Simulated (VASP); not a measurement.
Set up this calculation in VASP 6.6.1, as the native input.

```yaml
Task: relaxation of cell and atoms
Functional: PBE
Potentials_or_basis: VASP PAW PBE potentials, release 64 (Zn, O)
Cutoff: 600 eV
k_mesh: 5 × 5 × 3
Occupations: gaussian, width 0.2 eV
Spin: no spin polarisation
Dipole_correction: no
Further_INCAR_settings: ALGO = Normal; EDIFF = 1e-06; IBRION = 2; EDIFFG = -0.08; NSW = 36; ISIF = 3
```

The structure of Zn4O lies in POSCAR:

```
Zn4O
1.0
    4.1912469100      0.0000000000      0.0000000000
   -2.0956234600      3.6297263000      0.0000000000
    0.0000000000      0.0000000000      5.0406430900
Zn O
4 1
Direct
    0.3611365400      0.0000000000      0.6799309000
    0.0000000000      0.3611365400      0.6799309000
    0.6388634600      0.6388634600      0.6799309000
    0.0000000000      0.0000000000      0.2774208300
    0.0000000000      0.0000000000      0.7867693000
```

The input as run:

INCAR

```
SYSTEM = Zn4O
PREC = Accurate ; ENCUT = 600
EDIFF = 1E-6 ; ISMEAR = 0
SIGMA = 0.2 ; LREAL = .False.
LASPH = .True. ; NELM = 80
ALGO = Normal ; ISIF = 3
LWAVE = .False. ; LCHARG = .False.
GGA = PE ; IBRION = 2
NSW = 36 ; EDIFFG = -0.08
```

KPOINTS

```
Automatic mesh
0
Gamma
  5 5 3
  0 0 0
```

Potentials or basis: VASP PAW PBE potentials, release 64 (Zn, O).

Command:

```bash
$ cat potpaw_PBE.64/Zn/POTCAR potpaw_PBE.64/O/POTCAR > POTCAR
$ mpirun -np 1 vasp_std > vasp.out
```

Results of the run:

```json
{
 "Relaxed volume": "19.57 Å³/atom",
 "Relaxed cell": "a = 4.600 Å, b = 4.600 Å, c = 5.340 Å, α = 90.00°, β = 90.00°, γ = 120.00°",
 "Space group after relaxing (to 0.05 Å)": "P31m (No. 157)",
 "Energy gained by relaxing": "1351.0 meV/atom",
 "Ionic steps": "21",
 "Pressure after relaxing": "0.1 GPa",
 "Largest force after relaxing": "0.044 eV/Å",
 "Band gap on the k mesh": "zero (band 27 reaches 3.09 eV, above the bottom of band 28 at 1.19 eV)"
}
```

Caveat: the k points lie up to 0.39 Å⁻¹ apart in the final cell; the volume moved by over 15 % at a fixed basis, so the end points are rough; the relaxation stopped at a loose force limit of 0.08 eV/Å, so its end isn't a converged minimum.

It took 4.9 min on 1 thread of Intel(R) Xeon(R) 6975P-C (Granite Rapids), on a shared host, peak memory 0.24 GiB.
